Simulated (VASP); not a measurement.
# BP (F-43m) in VASP: further runs

BP is run at these levels: r2SCAN0, r2SCANh, PBE+D3(BJ), PBE+D4; tasks: single point, relaxation of cell and atoms.

Everything below comes from runs of VASP 6.6.1. Logs are shortened: lines on timing, memory, paths and dates and some standing lists are left out, and cuts for length are marked.

### Step 1. The cell of the first run

The structure is cubic, space group F-43m (No. 216). The conventional cell has a = 4.538 Å, b = 4.538 Å, c = 4.538 Å, α = 90.00°, β = 90.00°, γ = 90.00°. P (site symmetry -43m) has 4 B at 1.97 Å within 2.6 Å. Within 2.6 Å of B (site symmetry -43m) lie 4 P at 1.97 Å.

### Step 2. Single point, r2SCAN0

POSCAR reads:

```
BP
1.0
    0.0000000000      2.2690000000      2.2690000000
    2.2690000000      0.0000000000      2.2690000000
    2.2690000000      2.2690000000      0.0000000000
P B
1 1
Direct
    0.7500000000      0.7500000000      0.7500000000
    0.0000000000      0.0000000000      0.0000000000
```

INCAR.step1 reads:

```
SYSTEM = BP
PREC = Accurate
ENCUT = 520
EDIFF = 1E-5
ISMEAR = -1
SIGMA = 0.05
LREAL = .FALSE.
LASPH = .TRUE.
NELM = 80
ALGO = Normal
ISIF = 2
LWAVE = .TRUE.
LCHARG = .FALSE.
NBANDS = 11
GGA = PE
```

INCAR.step2 reads:

```
SYSTEM = BP
PREC = Accurate
ENCUT = 520
EDIFF = 1E-7
ISMEAR = -1
SIGMA = 0.05
LREAL = .FALSE.
LASPH = .TRUE.
NELM = 80
ALGO = Normal
ISIF = 2
LWAVE = .FALSE.
LCHARG = .FALSE.
METAGGA = R2SCAN
LHFCALC = .TRUE.
AEXX = 0.25
LMIXTAU = .TRUE.
PRECFOCK = Normal
NBANDS = 11
ISTART = 1
```

KPOINTS reads:

```
Automatic mesh
0
G
  5 5 5
  0 0 0
```

Potentials or basis: VASP PAW PBE potentials, release 64 (P, B).

On the command line:

```sh
$ cat potpaw_PBE.64/P/POTCAR potpaw_PBE.64/B/POTCAR > POTCAR
$ cp INCAR.step1 INCAR
$ mpirun -np 1 vasp_std > vasp.out
$ cp INCAR.step2 INCAR
$ mpirun -np 1 vasp_std > vasp.out
```

OUTCAR:

```text
SYSTEM = BP
   PREC = Accurate
   ENCUT = 520
   EDIFF = 1E-7
   ISMEAR = -1
   LREAL = .FALSE.
   LASPH = .TRUE.
   NELM = 80
   ISIF = 2
   METAGGA = R2SCAN
   LHFCALC = .TRUE.
   AEXX = 0.25
   PRECFOCK = Normal
   ISTART = 1

 ion  position               nearest neighbor table
   1  0.750  0.750  0.750-   2 1.97   2 1.97   2 1.97   2 1.97
   2  0.000  0.000  0.000-   1 1.97   1 1.97   1 1.97   1 1.97

  LATTYP: Found a face centered cubic cell.
 ALAT       =     4.5380000000

  Lattice vectors:

 A1 = (   0.0000000000,   2.2690000000,   2.2690000000)
 A2 = (   2.2690000000,   0.0000000000,   2.2690000000)
 A3 = (   2.2690000000,   2.2690000000,   0.0000000000)

Analysis of symmetry for initial positions (statically):
=====================================================================
 Subroutine PRICEL returns:
 Original cell was already a primitive cell.

 Routine SETGRP: Setting up the symmetry group for a
 face centered cubic supercell.

 Subroutine GETGRP returns: Found 24 space group operations
 (whereof 24 operations were pure point group operations)
 out of a pool of 48 trial point group operations.

The static configuration has the point symmetry T_d .

Analysis of symmetry for dynamics (positions and initial velocities):
=====================================================================
 Subroutine PRICEL returns:
 Original cell was already a primitive cell.

 Routine SETGRP: Setting up the symmetry group for a
 face centered cubic supercell.

 Subroutine GETGRP returns: Found 24 space group operations
 (whereof 24 operations were pure point group operations)
 out of a pool of 48 trial point group operations.

The dynamic configuration has the point symmetry T_d .

 Subroutine INISYM returns: Found 24 space group operations
 (whereof 24 operations are pure point group operations),
 and found     1 'primitive' translations

----------------------------------------------------------------------------------------

                                     Primitive cell

  volume of cell :      23.3633

  direct lattice vectors                    reciprocal lattice vectors
     0.000000000  2.269000000  2.269000000    -0.220361393  0.220361393  0.220361393
     2.269000000  0.000000000  2.269000000     0.220361393 -0.220361393  0.220361393
     2.269000000  2.269000000  0.000000000     0.220361393  0.220361393 -0.220361393

  length of vectors
     3.208850573  3.208850573  3.208850573     0.381677128  0.381677128  0.381677128

  position of ions in fractional coordinates (direct lattice)
     0.750000000  0.750000000  0.750000000
     0.000000000  0.000000000  0.000000000

  ion indices of the primitive-cell ions
   primitive index   ion index
                 1           1
                 2           2

----------------------------------------------------------------------------------------

 KPOINTS: Automatic mesh

Automatic generation of k-mesh.
 Grid dimensions read from file:
 generate k-points for:    5    5    5

 Generating k-lattice:

  Cartesian coordinates                     Fractional coordinates (reciprocal lattice)
    -0.044072279  0.044072279  0.044072279     0.200000000  0.000000000  0.000000000
     0.044072279 -0.044072279  0.044072279     0.000000000  0.200000000  0.000000000
     0.044072279  0.044072279 -0.044072279     0.000000000  0.000000000  0.200000000

  Length of vectors
     0.076335426  0.076335426  0.076335426

  Shift w.r.t. Gamma in fractional coordinates (k-lattice)
     0.000000000  0.000000000  0.000000000

 Subroutine IBZKPT returns following result:
 ===========================================

 Found     10 irreducible k-points:

 Following reciprocal coordinates:
            Coordinates               Weight
  0.000000  0.000000  0.000000      1.000000
  0.200000  0.000000  0.000000      8.000000
  0.400000  0.000000  0.000000      8.000000
  0.200000  0.200000  0.000000      6.000000
  0.400000  0.200000  0.000000     24.000000
 -0.400000  0.200000  0.000000     24.000000
 -0.200000  0.200000  0.000000     12.000000
  0.400000  0.400000  0.000000      6.000000
 -0.400000  0.400000  0.000000     12.000000
 -0.400000  0.400000  0.200000     24.000000
   k-points           NKPTS =     10   k-points in BZ     NKDIM =    125   number of bands    NBANDS=     11
   number of dos      NEDOS =    301   number of ions     NIONS =      2
   total plane-waves  NPLWV =  13824
   dimension x,y,z NGX =    24 NGY =   24 NGZ =   24
   dimension x,y,z NGXF=    48 NGYF=   48 NGZF=   48
   ions per type =               1   1
   NGX,Y,Z   is equivalent  to a cutoff of  12.43, 12.43, 12.43 a.u.
   NGXF,Y,Z  is equivalent  to a cutoff of  24.87, 24.87, 24.87 a.u.
 SYSTEM =  BP
   PREC   = accura    normal or accurate (medium, high low for compatibility)
   ISTART =      1    job   : 0-new  1-cont  2-samecut
   ICHARG =      0    charge: 1-file 2-atom 10-const
   ISPIN  =      1    spin polarized calculation?
   LNONCOLLINEAR =      F non collinear calculations
   LSORBIT =      F    spin-orbit coupling
   LASPH  =      T    aspherical Exc in radial PAW
   ENCUT  =  520.0 eV  38.22 Ry    6.18 a.u.   5.97  5.97  5.97*2*pi/ulx,y,z
   NELM   =     80;   NELMIN=  2; NELMDL=  0     # of ELM steps
   EDIFF  = 0.1E-06   stopping-criterion for ELM
   LREAL  =      F    real-space projection
   EDIFFG = 0.1E-05   stopping-criterion for IOM
   NSW    =      0    number of steps for IOM
   IBRION =     -1    ionic relax: 0-MD 1-quasi-New 2-CG
   NFREE  =      0    steps in history (QN), initial steepest desc. (CG)
   ISIF   =      2    stress and relaxation
   ISYM   =      3    0-nonsym 1-usesym 2-fastsym
   POTIM  = 0.5000    time-step for ionic-motion
   TEBEG  =    0.0;   TEEND  =   0.0 temperature during run
   PSTRESS=    0.0 pullay stress
   NELECT =       8.0000    total number of electrons
   NUPDOWN=      -1.0000    fix difference up-down
   EMIN   =  10.00;   EMAX   =-10.00  energy-range for DOS
   EFERMI =   0.00;   METHOD = LEGACY
   ISMEAR =    -1;   SIGMA  =   0.05  broadening in eV -4-tet -1-fermi 0-gaus
   EFERMI_NEDOS =   21; number of points for ismear=-14 and -15
   IALGO  =     38    algorithm
   IMIX   =      1    mixing-type and parameters
     AMIX     =   0.40;   BMIX     =  1.00
     AMIX_MAG =   1.60;   BMIX_MAG =  1.00
  volume/ion in A,a.u.               =      11.68        78.83
  Fermi-wavevector in a.u.,A,eV,Ry     =   1.145320  2.164342 17.847562  1.311759
  Thomas-Fermi vector in A             =   2.282009
   LORBIT       =      0    0 simple, 1 ext, 2 COOP (PROOUT), +10 PAW based schemes
   METAGGA = R2SCAN    functional components
   LHFCALC =     T    Hartree Fock is set to
   PRECFOCK=normal    Normal, Fast or Accurate (Low or Medium for compatibility)
   ENCUT4O =  -1.0   cutoff for four orbital integrals eV
   NKREDX  =     1    reduce k-point grid by
   NKREDY  =     1    reduce k-point grid by
   NKREDZ  =     1    reduce k-point grid by
   AEXX    =    0.2500 exact exchange contribution
   HFSCREEN=    0.0000 screening length (either q_TF or 0.3 A-1)
   HFSCREENC=   0.0000 screening length for correlation (either q_TF or 0.3 A-1)
   ENCUTFOCK=  -1.0 apply spherical cutoff to Coloumb kernel
   IVDW    =     0    specifies the selected vdW correction
   LEPSILON=     F    determine dielectric tensor
   LRPA    =     F    only Hartree local field effects (RPA)
 non-spin polarized calculation
  energy-cutoff  :      520.00
  volume of cell :       23.36
 maximum number of plane-waves:       635
  NGX = 18; NGY = 18; NGZ = 18

 number of electron       8.0000000 magnetization

 Free energy of the ion-electron system (eV)
  ---------------------------------------------------
  ext. energy  EPLUGINS =         0.00000000
  ---------------------------------------------------
  free energy    TOTEN  =       -18.97682758 eV

  energy without entropy =      -18.97682758  energy(sigma->0) =      -18.97682758

 E-fermi :   7.6950     XC(G=0):  -8.9411

 val. band max:        6.6388759546   @ k =   0.0000   0.0000   0.0000
 cond. band min:       9.4605540554   @ k =   0.4000   0.4000   0.0000
 fundamental gap:      2.8216781007
 Fermi energy:         7.6949560974

 k-point     1 :       0.0000    0.0000    0.0000
  band No.  band energies     occupation
      1     -11.0071      2.00000
      2       6.6389      2.00000
      3       6.6389      2.00000
      4       6.6389      2.00000
      5      11.8284      0.00000
      6      11.8284      0.00000
      7      11.8284      0.00000
      8      16.4229      0.00000
      9      20.5536      0.00000
     10      21.1583      0.00000
     11      21.1583      0.00000

 k-point     2 :       0.2000    0.0000    0.0000
  band No.  band energies     occupation
      1     -10.2005      2.00000
      2       2.5057      2.00000
      3       5.6804      2.00000
      4       5.6804      2.00000
      5      12.5706      0.00000
      6      13.0980      0.00000
      7      13.0980      0.00000
      8      18.2668      0.00000
      9      19.7795      0.00000
     10      19.7795      0.00000
     11      22.0983      0.00000

 k-point     3 :       0.4000    0.0000    0.0000
  band No.  band energies     occupation
      1      -8.0184      2.00000
      2      -2.5482      2.00000
      3       4.7416      2.00000
      4       4.7416      2.00000
      5      12.3728      0.00000
      6      13.3682      0.00000
      7      13.3682      0.00000
      8      19.3039      0.00000
      9      22.3852      0.00000
     10      22.3852      0.00000
     11      23.4828      0.00000

 k-point     4 :       0.2000    0.2000    0.0000
  band No.  band energies     occupation
      1      -9.9280      2.00000
      2       3.6482      2.00000
      3       4.2033      2.00000
      4       4.2033      2.00000
      5      10.4883      0.00000
      6      14.8078      0.00000
      7      15.4329      0.00000
      8      15.4329      0.00000
      9      20.4408      0.00000
     10      22.2998      0.00000
     11      23.5456      0.00000

 k-point     5 :       0.4000    0.2000    0.0000
  band No.  band energies     occupation
      1      -8.1431      2.00000
      2      -0.7124      2.00000
      3       2.7727      2.00000
      4       3.3458      2.00000
      5      11.1610      0.00000
      6      14.7254      0.00000
      7      16.2247      0.00000
      8      16.4067      0.00000
      9      22.8419      0.00000
     10      24.0846      0.00000
     11      25.1556      0.00000

 k-point     6 :      -0.4000    0.2000    0.0000
  band No.  band energies     occupation
      1      -6.7005      2.00000
      2      -2.9896      2.00000
      3       1.4831      2.00000
      4       3.7953      2.00000
      5      11.7708      0.00000
      6      15.4707      0.00000
      7      15.8248      0.00000
      8      19.4672      0.00000
      9      20.7392      0.00000
     10      21.5862      0.00000
     11      26.0713      0.00000

 k-point     7 :      -0.2000    0.2000    0.0000
  band No.  band energies     occupation
      1      -8.8990      2.00000
      2       0.6150      2.00000
      3       1.9393      2.00000
      4       5.2200      2.00000
      5      13.0713      0.00000
      6      14.0371      0.00000
      7      15.1114      0.00000
      8      17.3803      0.00000
      9      18.3054      0.00000
     10      23.0793      0.00000
     11      25.4105      0.00000

 k-point     8 :       0.4000    0.4000    0.0000
  band No.  band energies     occupation
      1      -6.8669      2.00000
      2      -1.5624      2.00000
      3       2.1949      2.00000
      4       2.1949      2.00000
      5       9.4606      0.00000
      6      10.6900      0.00000
      7      20.4637      0.00000
      8      20.4637      0.00000
      9      24.3537      0.00000
     10      25.3208      0.00000
     11      27.8929      0.00000

 k-point     9 :      -0.4000    0.4000    0.0000
  band No.  band energies     occupation
      1      -5.3472      2.00000
      2      -3.0109      2.00000
      3       0.0168      2.00000
      4       2.3856      2.00000
      5      10.1966      0.00000
      6      13.2846      0.00000
      7      19.8286      0.00000
      8      20.5568      0.00000
      9      21.9253      0.00000
     10      23.0241      0.00000
     11      28.1174      0.00000

 k-point    10 :      -0.4000    0.4000    0.2000
  band No.  band energies     occupation
      1      -6.1614      2.00000
      2      -2.0391      2.00000
      3       0.2478      2.00000
      4       1.7899      2.00000
      5      13.2013      0.00000
      6      14.2955      0.00000
      7      15.6266      0.00000
      8      19.8623      0.00000
      9      20.8107      0.00000
     10      24.0043      0.00000
     11      27.7900      0.00000

------------------------ aborting loop because EDIFF is reached ----------------------------------------

  FORCE on cell =-STRESS in cart. coord.  units (eV):
  Direction    XX          YY          ZZ          XY          YZ          ZX
  --------------------------------------------------------------------------------------
  -------------------------------------------------------------------------------------
  Total       -0.3859225     -0.3859225     -0.3859225     -0.0000000     -0.0000000      0.0000000
  in kB      -26.4653257    -26.4653257    -26.4653257     -0.0000000     -0.0000000      0.0000000
  external PRESSURE =     -26.4653257 kB  Pullay stress =       0.0000000 kB

 VOLUME and BASIS-vectors are now :
 -----------------------------------------------------------------------------
  energy-cutoff  :      520.00
  volume of cell :       23.36
      direct lattice vectors                 reciprocal lattice vectors
     0.000000000  2.269000000  2.269000000    -0.220361393  0.220361393  0.220361393
     2.269000000  0.000000000  2.269000000     0.220361393 -0.220361393  0.220361393
     2.269000000  2.269000000  0.000000000     0.220361393  0.220361393 -0.220361393

 POSITION                                       TOTAL-FORCE (eV/Angst)
 -----------------------------------------------------------------------------------
      3.40350      3.40350      3.40350         0.000000      0.000000      0.000000
      0.00000      0.00000      0.00000        -0.000000     -0.000000     -0.000000
 -----------------------------------------------------------------------------------
    total drift:                               -0.000000     -0.000000     -0.000000

  FREE ENERGIE OF THE ION-ELECTRON SYSTEM (eV)
  ---------------------------------------------------
  free  energy   TOTEN  =       -18.9768275833 eV

  energy  without entropy=      -18.9768275833  energy(sigma->0) =      -18.97682758
```

Wall time 2.6 min (1 thread of Intel Xeon Platinum 8259CL at 2.50GHz (Skylake/Cascade Lake), shared host); peak memory 0.14 GiB.

Results:

```yaml
Free_energy: -18.9768 eV
Pressure: -2.6 GPa
Band_gap_on_the_k_mesh: 2.82 eV, indirect (least direct gap 5.19 eV)
```

Levels at points of the mesh, in eV from the valence-band top:
```
           k point  band 1  band 2  band 3  band 4  band 5  band 6  band 7  band 8
(0.00, 0.00, 0.00)  -17.65    0.00    0.00    0.00    5.19    5.19    5.19    9.78
```

Caveat: the k points lie up to 0.48 Å⁻¹ apart; the PAW data sets were made with another functional, which shifts forces and pressure a little.

(Continued in part 2 of 2.)
